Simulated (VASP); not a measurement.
# Na (I4/mmm) in VASP: single point with PBEsol

Aim: the single point of Na with PBEsol.

All numbers are computed with VASP 6.6.1; they aren't measurements. Logs are shortened: lines on timing, memory, paths and dates and some standing lists are left out, and cuts for length are marked.

**1. The cell of the first run**

Symmetry: I4/mmm, No. 139, tetragonal system. The conventional cell has a = 3.727 Å, b = 3.727 Å, c = 5.224 Å, α = 90.00°, β = 90.00°, γ = 90.00°. Na (site symmetry 4/mmm) has 12 Na at 3.71 to 3.73 Å within 4.9 Å.

**2. Single point, PBEsol**

Contents of INCAR:

```
  PREC = Accurate
  ENCUT = 520
  EDIFF = 1E-6
  ISMEAR = 0
  SIGMA = 0.1
  LREAL = False
  LASPH = True
  NELM = 80
  ALGO = Normal
  ISIF = 2
  LWAVE = False
  LCHARG = False
  GGA = PS
  NBANDS = 10
```

Contents of KPOINTS:

```
Automatic mesh
0
Gamma
  16 16 16
```

Contents of POSCAR:

```
Na
1.0
   -1.8633467275      1.8633467275      2.6118391486
    1.8633467275     -1.8633467275      2.6118391486
    1.8633467275      1.8633467275     -2.6118391486
Na
1
Direct
    0.0000000000      0.0000000000      0.0000000000
```

Potentials or basis: VASP PAW PBE potentials, release 64 (Na_pv).

Command:

```bash
$ cat potpaw_PBE.64/Na_pv/POTCAR > POTCAR
$ mpirun -np 1 vasp_std > vasp.out
```

OUTCAR:

```text
PREC = Accurate
   ENCUT = 520
   EDIFF = 1E-6
   ISMEAR = 0
   LREAL = False
   LASPH = True
   NELM = 80
   ISIF = 2
   GGA = PS

 ion  position               nearest neighbor table
   1  0.000  0.000  0.000-

  LATTYP: Found a body centered tetragonal cell.
 ALAT       =     3.7266934550
 C/A-ratio  =     1.4016925085

  Lattice vectors:

 A1 = (  -1.8633467275,   1.8633467275,   2.6118391486)
 A2 = (   1.8633467275,  -1.8633467275,   2.6118391486)
 A3 = (   1.8633467275,   1.8633467275,  -2.6118391486)

Analysis of symmetry for initial positions (statically):
=====================================================================
 Subroutine PRICEL returns:
 Original cell was already a primitive cell.

 Routine SETGRP: Setting up the symmetry group for a
 body centered tetragonal supercell.

 Subroutine GETGRP returns: Found 16 space group operations
 (whereof 16 operations were pure point group operations)
 out of a pool of 16 trial point group operations.

The static configuration has the point symmetry D_4h.

Analysis of symmetry for dynamics (positions and initial velocities):
=====================================================================
 Subroutine PRICEL returns:
 Original cell was already a primitive cell.

 Routine SETGRP: Setting up the symmetry group for a
 body centered tetragonal supercell.

 Subroutine GETGRP returns: Found 16 space group operations
 (whereof 16 operations were pure point group operations)
 out of a pool of 16 trial point group operations.

The dynamic configuration has the point symmetry D_4h.

 Subroutine INISYM returns: Found 16 space group operations
 (whereof 16 operations are pure point group operations),
 and found     1 'primitive' translations

----------------------------------------------------------------------------------------

                                     Primitive cell

  volume of cell :      36.2739

  direct lattice vectors                    reciprocal lattice vectors
    -1.863346727  1.863346727  2.611839149     0.000000000  0.268334386  0.191435985
     1.863346727 -1.863346727  2.611839149     0.268334386  0.000000000  0.191435985
     1.863346727  1.863346727 -2.611839149     0.268334386  0.268334386  0.000000000

  length of vectors
     3.710232579  3.710232579  3.710232579     0.329622631  0.329622631  0.379482128

  position of ions in fractional coordinates (direct lattice)
     0.000000000  0.000000000  0.000000000

  ion indices of the primitive-cell ions
   primitive index   ion index
                 1           1

----------------------------------------------------------------------------------------

 KPOINTS: Automatic mesh

Automatic generation of k-mesh.
 Grid dimensions read from file:
 generate k-points for:   16   16   16

 Generating k-lattice:

  Cartesian coordinates                     Fractional coordinates (reciprocal lattice)
     0.000000000  0.016770899  0.011964749     0.062500000  0.000000000  0.000000000
     0.016770899  0.000000000  0.011964749     0.000000000  0.062500000  0.000000000
     0.016770899  0.016770899  0.000000000     0.000000000  0.000000000  0.062500000

  Length of vectors
     0.020601414  0.020601414  0.023717633

  Shift w.r.t. Gamma in fractional coordinates (k-lattice)
     0.000000000  0.000000000  0.000000000

 Subroutine IBZKPT returns following result:
 ===========================================

 Found    349 irreducible k-points:

 Following reciprocal coordinates:
            Coordinates               Weight
  0.000000  0.000000  0.000000      1.000000
  0.062500  0.000000  0.000000      8.000000
  0.125000  0.000000  0.000000      8.000000
  0.187500 -0.000000  0.000000      8.000000
  0.250000  0.000000  0.000000      8.000000
  0.312500  0.000000  0.000000      8.000000
[... 16 lines left out ...]
 -0.125000  0.062500  0.000000     16.000000
 -0.062500  0.062500  0.000000      4.000000
 [... further k-points ...]
   k-points           NKPTS =    349   k-points in BZ     NKDIM =    349   number of bands    NBANDS=     10
   number of dos      NEDOS =    301   number of ions     NIONS =      1
   total plane-waves  NPLWV =  21952
   dimension x,y,z NGX =    28 NGY =   28 NGZ =   28
   dimension x,y,z NGXF=    56 NGYF=   56 NGZF=   56
   ions per type =               1
   NGX,Y,Z   is equivalent  to a cutoff of  12.55, 12.55, 12.55 a.u.
   NGXF,Y,Z  is equivalent  to a cutoff of  25.09, 25.09, 25.09 a.u.
 SYSTEM =  unknown system
   PREC   = accura    normal or accurate (medium, high low for compatibility)
   ISTART =      0    job   : 0-new  1-cont  2-samecut
   ICHARG =      2    charge: 1-file 2-atom 10-const
   ISPIN  =      1    spin polarized calculation?
   LNONCOLLINEAR =      F non collinear calculations
   LSORBIT =      F    spin-orbit coupling
   LASPH  =      T    aspherical Exc in radial PAW
   ENCUT  =  520.0 eV  38.22 Ry    6.18 a.u.   6.90  6.90  6.90*2*pi/ulx,y,z
   NELM   =     80;   NELMIN=  2; NELMDL= -5     # of ELM steps
   EDIFF  = 0.1E-05   stopping-criterion for ELM
   LREAL  =      F    real-space projection
   EDIFFG = 0.1E-04   stopping-criterion for IOM
   NSW    =      0    number of steps for IOM
   IBRION =     -1    ionic relax: 0-MD 1-quasi-New 2-CG
   NFREE  =      0    steps in history (QN), initial steepest desc. (CG)
   ISIF   =      2    stress and relaxation
   ISYM   =      2    0-nonsym 1-usesym 2-fastsym
   POTIM  = 0.5000    time-step for ionic-motion
   TEBEG  =    0.0;   TEEND  =   0.0 temperature during run
   PSTRESS=    0.0 pullay stress
   NELECT =       7.0000    total number of electrons
   NUPDOWN=      -1.0000    fix difference up-down
   EMIN   =  10.00;   EMAX   =-10.00  energy-range for DOS
   EFERMI =   0.00;   METHOD = LEGACY
   ISMEAR =     0;   SIGMA  =   0.10  broadening in eV -4-tet -1-fermi 0-gaus
   EFERMI_NEDOS =   21; number of points for ismear=-14 and -15
   IALGO  =     38    algorithm
   IMIX   =      4    mixing-type and parameters
     AMIX     =   0.40;   BMIX     =  1.00
     AMIX_MAG =   1.60;   BMIX_MAG =  1.00
  volume/ion in A,a.u.               =      36.27       244.79
  Fermi-wavevector in a.u.,A,eV,Ry     =   0.946040  1.787757 12.177106  0.894992
  Thomas-Fermi vector in A             =   2.074000
   LORBIT       =      0    0 simple, 1 ext, 2 COOP (PROOUT), +10 PAW based schemes
   GGA     = PS    functional components
   LHFCALC =     F    Hartree Fock is set to
   AEXX    =    0.0000 exact exchange contribution
   IVDW    =     0    specifies the selected vdW correction
   LEPSILON=     F    determine dielectric tensor
   LRPA    =     F    only Hartree local field effects (RPA)
 non-spin polarized calculation
 Gauss-broadening in eV      SIGMA  =   0.10
  energy-cutoff  :      520.00
  volume of cell :       36.27
 maximum number of plane-waves:       991
   NGX = 13   NGY = 13   NGZ = 13

 number of electron       7.0000001 magnetization

 Free energy of the ion-electron system (eV)
  ---------------------------------------------------
  ext. energy  EPLUGINS =         0.00000000
  ---------------------------------------------------
  free energy    TOTEN  =        -1.40186573 eV

  energy without entropy =       -1.39978264  energy(sigma->0) =       -1.40082419

 E-fermi :   0.3709     XC(G=0):  -6.5585

 val. band max:        0.3516202427   @ k =  -0.1250  -0.4375   0.0625
 cond. band min:       0.3712318966   @ k =  -0.2500  -0.4375   0.1875
 fundamental gap:      0.0196116539
 Fermi energy:         0.3708678320

 k-point     1 :       0.0000    0.0000    0.0000
  band No.  band energies     occupation
      1     -24.3967      2.00000
      2     -24.3967      2.00000
      3     -24.3967      2.00000
      4      -2.9575      2.00000
      5      11.5827      0.00000
      6      11.5827      0.00000
      7      11.6142      0.00000
      8      12.7006      0.00000
      9      13.2415      0.00000
     10      13.2416      0.00000

 k-point     2 :       0.0625    0.0000    0.0000
  band No.  band energies     occupation
      1     -24.3981      2.00000
      2     -24.3969      2.00000
      3     -24.3968      2.00000
      4      -2.8914      2.00000
      5      10.4814      0.00000
      6      11.4403      0.00000
      7      11.4685      0.00000
      8      12.8370      0.00000
      9      13.4797      0.00000
     10      13.4855      0.00000

 k-point     3 :       0.1250    0.0000    0.0000
  band No.  band energies     occupation
      1     -24.4023      2.00000
      2     -24.3975      2.00000
      3     -24.3974      2.00000
      4      -2.6936      2.00000
      5       8.9318      0.00000
      6      11.1612      0.00000
      7      11.2035      0.00000
      8      12.5431      0.00000
      9      14.0248      0.00000
     10      14.0307      0.00000

 k-point     4 :       0.1875   -0.0000    0.0000
  band No.  band energies     occupation
      1     -24.4086      2.00000
      2     -24.3984      2.00000
      3     -24.3982      2.00000
      4      -2.3658      2.00000
      5       7.4077      0.00000
      6      10.8973      0.00000
      7      10.9548      0.00000
      8      12.2241      0.00000
      9      13.9137      0.00000
     10      14.0797      0.00000
[... 222 lines left out ...]
 k-point    22 :      -0.1875    0.0625   -0.0000
  band No.  band energies     occupation
      1     -24.4067      2.00000
      2     -24.3988      2.00000
      3     -24.3982      2.00000
      4      -2.4328      2.00000
      5       7.9461      0.00000
      6      10.3338      0.00000
      7      10.8027      0.00000
      8      12.7508      0.00000
      9      13.3416      0.00000
     10      13.9088      0.00000

 k-point    23 :      -0.1250    0.0625    0.0000
  band No.  band energies     occupation
      1     -24.4012      2.00000
      2     -24.3979      2.00000
      3     -24.3976      2.00000
      4      -2.7166      2.00000
      5       9.4549      0.00000
      6      10.6491      0.00000
      7      11.0124      0.00000
      8      12.6823      0.00000
      9      13.6123      0.00000
     10      14.2276      0.00000

 k-point    24 :      -0.0625    0.0625    0.0000
  band No.  band energies     occupation
      1     -24.3981      2.00000
      2     -24.3972      2.00000
      3     -24.3972      2.00000
      4      -2.8699      2.00000
      5      10.7645      0.00000
      6      11.0297      0.00000
      7      11.0521      0.00000
      8      12.7684      0.00000
      9      13.6872      0.00000
     10      13.9561      0.00000

 [... further k-points ...]
[... 5 lines left out ...]
  --------------------------------------------------------------------------------------
  -------------------------------------------------------------------------------------
  Total       -0.0052052     -0.0052052      0.0015852      0.0000000      0.0000000      0.0000000
  in kB       -0.2299064     -0.2299064      0.0700171      0.0000000      0.0000000      0.0000000
  external PRESSURE =      -0.1299319 kB  Pullay stress =       0.0000000 kB

 VOLUME and BASIS-vectors are now :
 -----------------------------------------------------------------------------
  energy-cutoff  :      520.00
  volume of cell :       36.27
      direct lattice vectors                 reciprocal lattice vectors
    -1.863346727  1.863346727  2.611839149     0.000000000  0.268334386  0.191435985
     1.863346727 -1.863346727  2.611839149     0.268334386  0.000000000  0.191435985
     1.863346727  1.863346727 -2.611839149     0.268334386  0.268334386  0.000000000

 POSITION                                       TOTAL-FORCE (eV/Angst)
 -----------------------------------------------------------------------------------
      0.00000      0.00000      0.00000        -0.000000      0.000000      0.000000
 -----------------------------------------------------------------------------------
    total drift:                               -0.000000     -0.000000     -0.000000

  FREE ENERGIE OF THE ION-ELECTRON SYSTEM (eV)
  ---------------------------------------------------
  free  energy   TOTEN  =        -1.4018657294 eV

  energy  without entropy=       -1.3997826445  energy(sigma->0) =       -1.40082419
```

It took 63 s on 1 thread of Intel Xeon 8259CL, shared host; peak memory 0.23 GiB.

What came out:

| Item | Value |
| --- | --- |
| Free energy | -1.4019 eV |
| Pressure | 0.0 GPa |
| Band gap on the k mesh | zero (an odd number of electrons rules out a gap without spin polarisation) |

Levels at points of the mesh, in eV from the Fermi level:
```csv
k point,band 1,band 2,band 3,band 4,band 5,band 6,band 7,band 8
"(0.00, 0.00, 0.00)",-24.77,-24.77,-24.77,-3.33,11.21,11.21,11.24,12.33
"(0.50, 0.00, 0.00)",-24.81,-24.77,-24.77,0.54,0.99,10.18,10.30,11.29
"(0.50, 0.50, 0.00)",-24.80,-24.78,-24.78,1.75,2.32,6.35,7.27,7.28
"(0.50, 0.50, 0.50)",-24.80,-24.78,-24.78,1.84,2.40,6.27,7.18,7.18
```

Caveat: the PAW data sets were made with another functional, which shifts forces and pressure a little.
